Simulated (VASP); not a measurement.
# Sr (P6/mmm) in VASP: further runs

Sr is run at these levels: PBE; tasks: single point.

Program: VASP 6.6.1. These are calculated values, not measurements. Logs are shortened: lines on timing, memory, paths and dates and some standing lists are left out, and cuts for length are marked.

## Step 1: The cell of the first run

Symmetry: P6/mmm, No. 191, hexagonal system. The conventional cell has a = 5.467 Å, b = 5.467 Å, c = 3.212 Å, α = 90.00°, β = 90.00°, γ = 120.00°. Within 4.2 Å of Sr (site symmetry 6/mmm) lie 14 Sr at 3.21 to 3.54 Å. Within 4.2 Å of Sr (site symmetry -6m2) lie 11 Sr at 3.16 to 3.54 Å.

## Step 2: Single point, PBE (volume scaled by 0.5)

Contents of INCAR:

```
PREC = Accurate
ENCUT = 520
EDIFF = 1E-6
ISMEAR = -1
SIGMA = 0.1
LREAL = F
LASPH = T
NELM = 80
ALGO = Normal
ISIF = 2
LWAVE = F
LCHARG = F
GGA = PE
NBANDS = 22
```

Contents of KPOINTS:

```
regular mesh
0
Gamma
  5 5 7
```

Contents of POSCAR:

```
Sr
1.0
    5.4669500344      0.0000000000      0.0000000000
   -2.7334750172      4.7345176110      0.0000000000
    0.0000000000      0.0000000000      3.2122280570
Sr
3
Direct
    0.0000000000      0.0000000000      0.0000000000
    0.3333333333      0.6666666667      0.5000000000
    0.6666666667      0.3333333333      0.5000000000
```

Potentials or basis: VASP PAW PBE potentials, release 64 (Sr_sv).

The run is started by

```
$ cat potpaw_PBE.64/Sr_sv/POTCAR > POTCAR
$ mpirun -np 1 vasp_std > vasp.out
```

OUTCAR:

```text
PREC = Accurate
   ENCUT = 520
   EDIFF = 1E-6
   ISMEAR = -1
   LREAL = F
   LASPH = T
   NELM = 80
   ISIF = 2
   GGA = PE

 ion  position               nearest neighbor table
   1  0.000  0.000  0.000-   2 3.54   3 3.54   2 3.54   3 3.54   2 3.54   2 3.54   3 3.54   3 3.54
                             3 3.54   3 3.54   2 3.54   2 3.54
   2  0.333  0.667  0.500-   3 3.16   3 3.16   3 3.16   1 3.54   1 3.54   1 3.54   1 3.54   1 3.54
                             1 3.54   3 4.50   3 4.50   3 4.50   3 4.50   3 4.50   3 4.50
   3  0.667  0.333  0.500-   2 3.16   2 3.16   2 3.16   1 3.54   1 3.54   1 3.54   1 3.54   1 3.54
                             1 3.54   2 4.50   2 4.50   2 4.50   2 4.50   2 4.50   2 4.50

  LATTYP: Found a hexagonal cell.
 ALAT       =     5.4669500344
 C/A-ratio  =     0.5875722362

  Lattice vectors:

 A1 = (   5.4669500344,   0.0000000000,   0.0000000000)
 A2 = (  -2.7334750172,   4.7345176110,   0.0000000000)
 A3 = (   0.0000000000,   0.0000000000,   3.2122280570)

Analysis of symmetry for initial positions (statically):
=====================================================================
 Subroutine PRICEL returns:
 Original cell was already a primitive cell.

 Routine SETGRP: Setting up the symmetry group for a
 hexagonal supercell.

 Subroutine GETGRP returns: Found 24 space group operations
 (whereof 24 operations were pure point group operations)
 out of a pool of 24 trial point group operations.

The static configuration has the point symmetry D_6h.

Analysis of symmetry for dynamics (positions and initial velocities):
=====================================================================
 Subroutine PRICEL returns:
 Original cell was already a primitive cell.

 Routine SETGRP: Setting up the symmetry group for a
 hexagonal supercell.

 Subroutine GETGRP returns: Found 24 space group operations
 (whereof 24 operations were pure point group operations)
 out of a pool of 24 trial point group operations.

The dynamic configuration has the point symmetry D_6h.

 Subroutine INISYM returns: Found 24 space group operations
 (whereof 24 operations are pure point group operations),
 and found     1 'primitive' translations

----------------------------------------------------------------------------------------

                                     Primitive cell

  volume of cell :      83.1433

  direct lattice vectors                    reciprocal lattice vectors
     5.466950034  0.000000000  0.000000000     0.182917348  0.105607380  0.000000000
    -2.733475017  4.734517611  0.000000000     0.000000000  0.211214760  0.000000000
     0.000000000  0.000000000  3.212228057     0.000000000  0.000000000  0.311310400

  length of vectors
     5.466950034  5.466950034  3.212228057     0.211214760  0.211214760  0.311310400

  position of ions in fractional coordinates (direct lattice)
     0.000000000  0.000000000  0.000000000
     0.333333333  0.666666667  0.500000000
     0.666666667  0.333333333  0.500000000

  ion indices of the primitive-cell ions
   primitive index   ion index
                 1           1
                 2           2
                 3           3

----------------------------------------------------------------------------------------

 KPOINTS: regular mesh

Automatic generation of k-mesh.
 Grid dimensions read from file:
 generate k-points for:    5    5    7

 Generating k-lattice:

  Cartesian coordinates                     Fractional coordinates (reciprocal lattice)
     0.036583470  0.021121476  0.000000000     0.200000000  0.000000000  0.000000000
     0.000000000  0.042242952  0.000000000     0.000000000  0.200000000  0.000000000
     0.000000000  0.000000000  0.044472914     0.000000000  0.000000000  0.142857143

  Length of vectors
     0.042242952  0.042242952  0.044472914

  Shift w.r.t. Gamma in fractional coordinates (k-lattice)
     0.000000000  0.000000000  0.000000000

 Subroutine IBZKPT returns following result:
 ===========================================

 Found     20 irreducible k-points:

 Following reciprocal coordinates:
            Coordinates               Weight
  0.000000  0.000000  0.000000      1.000000
  0.200000  0.000000  0.000000      6.000000
  0.400000 -0.000000  0.000000      6.000000
  0.200000  0.200000  0.000000      6.000000
  0.400000  0.200000  0.000000      6.000000
  0.000000  0.000000  0.142857      2.000000
[... 12 lines left out ...]
  0.200000  0.200000  0.428571     12.000000
  0.400000  0.200000  0.428571     12.000000
   k-points           NKPTS =     20   k-points in BZ     NKDIM =     20   number of bands    NBANDS=     22
   number of dos      NEDOS =    301   number of ions     NIONS =      3
   total plane-waves  NPLWV =  42336
   dimension x,y,z NGX =    42 NGY =   42 NGZ =   24
   dimension x,y,z NGXF=    84 NGYF=   84 NGZF=   48
   ions per type =               3
   NGX,Y,Z   is equivalent  to a cutoff of  12.77, 12.77, 12.42 a.u.
   NGXF,Y,Z  is equivalent  to a cutoff of  25.54, 25.54, 24.84 a.u.
 SYSTEM =  unknown system
   PREC   = accura    normal or accurate (medium, high low for compatibility)
   ISTART =      0    job   : 0-new  1-cont  2-samecut
   ICHARG =      2    charge: 1-file 2-atom 10-const
   ISPIN  =      1    spin polarized calculation?
   LNONCOLLINEAR =      F non collinear calculations
   LSORBIT =      F    spin-orbit coupling
   LASPH  =      T    aspherical Exc in radial PAW
   ENCUT  =  520.0 eV  38.22 Ry    6.18 a.u.  10.16 10.16  5.97*2*pi/ulx,y,z
   NELM   =     80;   NELMIN=  2; NELMDL= -5     # of ELM steps
   EDIFF  = 0.1E-05   stopping-criterion for ELM
   LREAL  =      F    real-space projection
   EDIFFG = 0.1E-04   stopping-criterion for IOM
   NSW    =      0    number of steps for IOM
   IBRION =     -1    ionic relax: 0-MD 1-quasi-New 2-CG
   NFREE  =      0    steps in history (QN), initial steepest desc. (CG)
   ISIF   =      2    stress and relaxation
   ISYM   =      2    0-nonsym 1-usesym 2-fastsym
   POTIM  = 0.5000    time-step for ionic-motion
   TEBEG  =    0.0;   TEEND  =   0.0 temperature during run
   PSTRESS=    0.0 pullay stress
   NELECT =      30.0000    total number of electrons
   NUPDOWN=      -1.0000    fix difference up-down
   EMIN   =  10.00;   EMAX   =-10.00  energy-range for DOS
   EFERMI =   0.00;   METHOD = LEGACY
   ISMEAR =    -1;   SIGMA  =   0.10  broadening in eV -4-tet -1-fermi 0-gaus
   EFERMI_NEDOS =   21; number of points for ismear=-14 and -15
   IALGO  =     38    algorithm
   IMIX   =      4    mixing-type and parameters
     AMIX     =   0.40;   BMIX     =  1.00
     AMIX_MAG =   1.60;   BMIX_MAG =  1.00
  volume/ion in A,a.u.               =      27.71       187.03
  Fermi-wavevector in a.u.,A,eV,Ry     =   1.165484  2.202445 18.481502  1.358352
  Thomas-Fermi vector in A             =   2.302009
   LORBIT       =      0    0 simple, 1 ext, 2 COOP (PROOUT), +10 PAW based schemes
   GGA     = PE    functional components
   LHFCALC =     F    Hartree Fock is set to
   AEXX    =    0.0000 exact exchange contribution
   IVDW    =     0    specifies the selected vdW correction
   LEPSILON=     F    determine dielectric tensor
   LRPA    =     F    only Hartree local field effects (RPA)
 non-spin polarized calculation
  energy-cutoff  :      520.00
  volume of cell :       83.14
 maximum number of plane-waves:      2268
 NGX is ok and might be reduce to    42

 number of electron      30.0000000 magnetization

 Free energy of the ion-electron system (eV)
  ---------------------------------------------------
  ext. energy  EPLUGINS =         0.00000000
  ---------------------------------------------------
  free energy    TOTEN  =        -1.24168684 eV

  energy without entropy =       -1.10811059  energy(sigma->0) =       -1.17489871

 E-fermi :   4.4551     XC(G=0):  -9.7930

 val. band max:        4.4378258524   @ k =   0.2000   0.0000   0.0000
 cond. band min:       4.4573906811   @ k =   0.4000   0.2000   0.4286
 fundamental gap:      0.0195648287
 Fermi energy:         4.4551127601

 k-point     1 :       0.0000    0.0000    0.0000
  band No.  band energies     occupation
      1     -31.2123      2.00000
      2     -30.9004      2.00000
      3     -30.8265      2.00000
      4     -13.7663      2.00000
      5     -13.7663      2.00000
      6     -13.3729      2.00000
[... 14 lines left out ...]
     21       8.2544      0.00000
     22       8.2544      0.00000

 k-point     2 :       0.2000    0.0000    0.0000
  band No.  band energies     occupation
      1     -31.1814      2.00000
      2     -30.9243      2.00000
      3     -30.8357      2.00000
      4     -13.9262      2.00000
      5     -13.8171      2.00000
      6     -13.1558      2.00000
[... 14 lines left out ...]
     21       7.5620      0.00000
     22       8.6783      0.00000

 k-point     3 :       0.4000   -0.0000    0.0000
  band No.  band energies     occupation
      1     -31.1085      2.00000
      2     -30.9846      2.00000
      3     -30.8518      2.00000
      4     -14.0774      2.00000
      5     -13.6598      2.00000
      6     -13.1285      2.00000
[... 14 lines left out ...]
     21       7.0576      0.00000
     22       8.3995      0.00000

 k-point     4 :       0.2000    0.2000    0.0000
  band No.  band energies     occupation
      1     -31.1283      2.00000
      2     -30.9653      2.00000
      3     -30.8507      2.00000
      4     -13.9686      2.00000
      5     -13.8271      2.00000
      6     -13.0220      2.00000
[... 14 lines left out ...]
     21       6.9515      0.00000
     22       8.7579      0.00000

 k-point     5 :       0.4000    0.2000    0.0000
  band No.  band energies     occupation
      1     -31.0685      2.00000
      2     -31.0156      2.00000
      3     -30.8620      2.00000
      4     -13.9914      2.00000
      5     -13.6297      2.00000
      6     -13.4276      2.00000
[... 14 lines left out ...]
     21       7.0013      0.00000
     22       8.6182      0.00000

 k-point     6 :       0.0000    0.0000    0.1429
  band No.  band energies     occupation
      1     -31.1777      2.00000
      2     -30.8741      2.00000
      3     -30.8044      2.00000
      4     -13.7257      2.00000
      5     -13.7257      2.00000
      6     -13.3006      2.00000
[... 14 lines left out ...]
     21       8.2208      0.00000
     22       8.2208      0.00000

 k-point     7 :       0.2000    0.0000    0.1429
  band No.  band energies     occupation
      1     -31.1483      2.00000
      2     -30.8977      2.00000
      3     -30.8121      2.00000
      4     -13.8659      2.00000
      5     -13.7645      2.00000
      6     -13.1097      2.00000
[... 224 lines left out ...]
      6     -13.5551      2.00000
[... 14 lines left out ...]
     21       8.5266      0.00000
     22       8.5266      0.00000

 k-point    17 :       0.2000    0.0000    0.4286
  band No.  band energies     occupation
      1     -31.0087      2.00000
      2     -30.7878      2.00000
      3     -30.7167      2.00000
      4     -13.9279      2.00000
      5     -13.7819      2.00000
      6     -13.5998      2.00000
[... 14 lines left out ...]
     21       8.1818      0.00000
     22       8.3199      0.00000

 k-point    18 :       0.4000   -0.0000    0.4286
  band No.  band energies     occupation
      1     -30.9570      2.00000
      2     -30.8403      2.00000
      3     -30.7174      2.00000
      4     -13.9365      2.00000
      5     -13.9079      2.00000
      6     -13.6625      2.00000
[... 14 lines left out ...]
     21       7.8685      0.00000
     22       8.0899      0.00000

 k-point    19 :       0.2000    0.2000    0.4286
  band No.  band energies     occupation
      1     -30.9699      2.00000
      2     -30.8271      2.00000
      3     -30.7174      2.00000
      4     -13.9684      2.00000
      5     -13.9031      2.00000
      6     -13.6398      2.00000
[... 14 lines left out ...]
     21       7.4715      0.00000
     22       8.5676      0.00000

 k-point    20 :       0.4000    0.2000    0.4286
  band No.  band energies     occupation
      1     -30.9256      2.00000
      2     -30.8716      2.00000
      3     -30.7179      2.00000
      4     -14.0562      2.00000
      5     -13.8729      2.00000
      6     -13.7264      2.00000
[... 14 lines left out ...]
     21       7.7510      0.00000
     22       8.0633      0.00000

------------------------ aborting loop because EDIFF is reached ----------------------------------------

  FORCE on cell =-STRESS in cart. coord.  units (eV):
  Direction    XX          YY          ZZ          XY          YZ          ZX
  --------------------------------------------------------------------------------------
  -------------------------------------------------------------------------------------
  Total       11.4895489     11.4895489     11.3448402      0.0000000      0.0000000      0.0000000
  in kB      221.4044516    221.4044516    218.6159034      0.0000000      0.0000000      0.0000000
  external PRESSURE =     220.4749355 kB  Pullay stress =       0.0000000 kB

 VOLUME and BASIS-vectors are now :
 -----------------------------------------------------------------------------
  energy-cutoff  :      520.00
  volume of cell :       83.14
      direct lattice vectors                 reciprocal lattice vectors
     5.466950034  0.000000000  0.000000000     0.182917348  0.105607380  0.000000000
    -2.733475017  4.734517611  0.000000000     0.000000000  0.211214760  0.000000000
     0.000000000  0.000000000  3.212228057     0.000000000  0.000000000  0.311310400

 POSITION                                       TOTAL-FORCE (eV/Angst)
 -----------------------------------------------------------------------------------
      0.00000      0.00000      0.00000        -0.000000      0.000000      0.000000
     -0.00000      3.15635      1.60611        -0.000000      0.000000     -0.000000
      2.73348      1.57817      1.60611         0.000000     -0.000000      0.000000
 -----------------------------------------------------------------------------------
    total drift:                               -0.000000      0.000000     -0.000000

  FREE ENERGIE OF THE ION-ELECTRON SYSTEM (eV)
  ---------------------------------------------------
  free  energy   TOTEN  =        -1.2416868372 eV

  energy  without entropy=       -1.1081105901  energy(sigma->0) =       -1.17489871
```

Wall time 25 s (1 thread of Intel Xeon Platinum 8488C (Sapphire Rapids), shared host); peak memory 0.2 GiB.

What came out:

* Free energy: -1.2417 eV
* Pressure: 22.0 GPa
* Band gap on the k mesh: zero (band 15 reaches 5.58 eV, above the bottom of band 16 at 4.22 eV)

Levels at points of the mesh, in eV from the Fermi level:
```
           k point  band 11  band 12  band 13  band 14  band 15  band 16  band 17  band 18  band 19  band 20
(0.00, 0.00, 0.00)   -16.81   -16.78    -3.98    -0.59     1.13     1.13     1.14     1.14     1.46     2.72
```

Caveat: the cell differs from its parent crystal (volume scaled by 0.5).

## Step 3: Single point, PBE

This run uses another cell than the first one, of 32.15 Å³/atom, 1.160 times its volume.

Contents of INCAR:

```
SYSTEM = Sr
ALGO = Normal
EDIFF = 1E-7
ENCUT = 520
GGA = PE
ISIF = 2
ISMEAR = -1
LASPH = .TRUE.
LCHARG = .FALSE.
LREAL = .FALSE.
LWAVE = .FALSE.
NBANDS = 22
NELM = 80
PREC = Accurate
SIGMA = 0.1
```

Contents of KPOINTS:

```
k-points
0
G
  5 5 7
  0 0 0
```

Contents of POSCAR:

```
Sr
1.0
    5.7436979118      0.0000000000      0.0000000000
   -2.8718489559      4.9741883033      0.0000000000
    0.0000000000      0.0000000000      3.3757586497
Sr
3
Direct
    0.0000000000      0.0000000000      0.0000000000
    0.3333333333      0.6666666667      0.5000000000
    0.6666666667      0.3333333333      0.5000000000
```

Potentials or basis: VASP PAW PBE potentials, release 64 (Sr_sv).

The run is started by

```
$ cat potpaw_PBE.64/Sr_sv/POTCAR > POTCAR
$ mpirun -np 1 vasp_std > vasp.out
```

Run time: 41 s. Hardware: 1 thread of Intel Xeon Platinum 8488C (Sapphire Rapids), shared host; peak memory 0.24 GiB.

Results (log left out):

```
Free energy            : -2.7170 eV
Pressure               : 14.1 GPa
Band gap on the k mesh : zero (band 15 reaches 4.47 eV, above the bottom of band 16 at 3.54 eV)
```

Stress tensor (GPa, compression positive):
```
14.19  0.00  0.00
 0.00 14.19  0.00
 0.00  0.00 13.93
```

Levels at points of the mesh, in eV from the Fermi level:
```csv
k point,band 13,band 14,band 15,band 16,band 17,band 18
"(0.00, 0.00, 0.00)",-4.05,-0.41,0.77,0.77,0.84,0.84
```

## Step 4: Single point, PBE

Contents of INCAR:

```
PREC     = Accurate       # precision mode
ENCUT    = 520            # plane-wave cutoff, eV
EDIFF    = 1E-6           # SCF threshold, eV
ISMEAR   = -1             # smearing method
SIGMA    = 0.1            # smearing width, eV
LREAL    = False          # projectors in reciprocal space
LASPH    = True           # aspherical terms in the spheres
NELM     = 80             # most SCF steps
ALGO     = Normal         # electronic algorithm
ISIF     = 2              # what is computed and relaxed
LWAVE    = False          # write WAVECAR
LCHARG   = False          # write CHGCAR
GGA      = PE             # functional
NBANDS   = 22             # bands
```

Contents of KPOINTS:

```
Automatic mesh
0
Gamma
  5 5 7
```

POSCAR is that of step 3.

The run is started by

```
$ cat potpaw_PBE.64/Sr_sv/POTCAR > POTCAR
$ mpirun -np 1 vasp_std > vasp.out
```

Run time: 36 s. Hardware: 1 thread of Intel Xeon Platinum 8488C (Sapphire Rapids), shared host; peak memory 0.24 GiB.

Results (log left out):

```yaml
Free_energy: -2.7170 eV
Pressure: 14.1 GPa
Band_gap_on_the_k_mesh: zero (band 15 reaches 4.47 eV, above the bottom of band 16 at 3.54 eV)
```

Stress tensor (GPa, compression positive):
```
14.19  0.00  0.00
 0.00 14.19  0.00
 0.00  0.00 13.94
```

Levels at points of the mesh, in eV from the Fermi level:
```csv
k point,band 13,band 14,band 15,band 16,band 17,band 18
"(0.00, 0.00, 0.00)",-4.05,-0.41,0.77,0.77,0.84,0.84
```

## Step 5: Single point, PBE

This run uses another cell than the first one, of 48.78 Å³/atom, 1.760 times its volume.

Contents of INCAR:

```
SYSTEM = Sr
PREC     = Accurate       ! precision mode
ENCUT    = 520            ! plane-wave cutoff, eV
EDIFF    = 1E-6           ! SCF threshold, eV
ISMEAR   = -1             ! smearing method
SIGMA    = 0.1            ! smearing width, eV
LREAL    = .False.        ! projectors in reciprocal space
LASPH    = .True.         ! aspherical terms in the spheres
NELM     = 60             ! most SCF steps
ALGO     = Normal         ! electronic algorithm
ISIF     = 2              ! what is computed and relaxed
LWAVE    = .False.        ! write WAVECAR
LCHARG   = .False.        ! write CHGCAR
GGA      = PE             ! functional
NBANDS   = 22             ! bands
```

Contents of KPOINTS:

```
regular mesh
0
Gamma
  5 5 7
  0 0 0
```

Contents of POSCAR:

```
Sr
1.0
    6.5747681013      0.0000000000      0.0000000000
   -3.2873840507      5.6939161997      0.0000000000
    0.0000000000      0.0000000000      3.9088442793
Sr
3
Direct
    0.0000000000      0.0000000000      0.0000000000
    0.3333333333      0.6666666667      0.5000000000
    0.6666666667      0.3333333333      0.5000000000
```

The run is started by

```
$ cat potpaw_PBE.64/Sr_sv/POTCAR > POTCAR
$ mpirun -np 1 vasp_std > vasp.out
```

Wall time 48 s (1 thread of Intel Xeon Platinum 8488C (Sapphire Rapids), shared host); peak memory 0.26 GiB.

Results (log left out):

| Quantity | Value |
| --- | --- |
| Free energy | -4.7321 eV |
| Pressure | 1.7 GPa |
| Band gap on the k mesh | zero (band 15 reaches 2.22 eV, above the bottom of band 16 at 1.93 eV) |

Levels at points of the mesh, in eV from the Fermi level:
| k point | band 12 | band 13 | band 14 | band 15 | band 16 | band 17 | band 18 | band 19 |
| --- | --- | --- | --- | --- | --- | --- | --- | --- |
| (0.00, 0.00, 0.00) | -18.22 | -3.80 | -0.14 | 0.23 | 0.23 | 0.29 | 0.29 | 0.66 |

## Step 6: The runs side by side

```tsv
cell	gap on the mesh (eV)	pressure (GPa)
a = 5.467, b = 5.467, c = 3.212 Å, angles 90.0, 90.0, 120.0°, 3 atoms	none	22.0
a = 5.744, b = 5.744, c = 3.376 Å, angles 90.0, 90.0, 120.0°, 3 atoms	none	14.1
a = 6.575, b = 6.575, c = 3.909 Å, angles 90.0, 90.0, 120.0°, 3 atoms	none	1.7
```

Alike in all rows: task single point; level PBE; potentials or basis VASP PAW PBE potentials, release 64 (Sr_sv); no spin polarisation; k mesh 5 × 5 × 7; cutoff (eV) 520; smearing fermi-dirac 0.1 eV.

Total energies depend on the potentials used, so only differences within one code and one set of settings carry meaning.
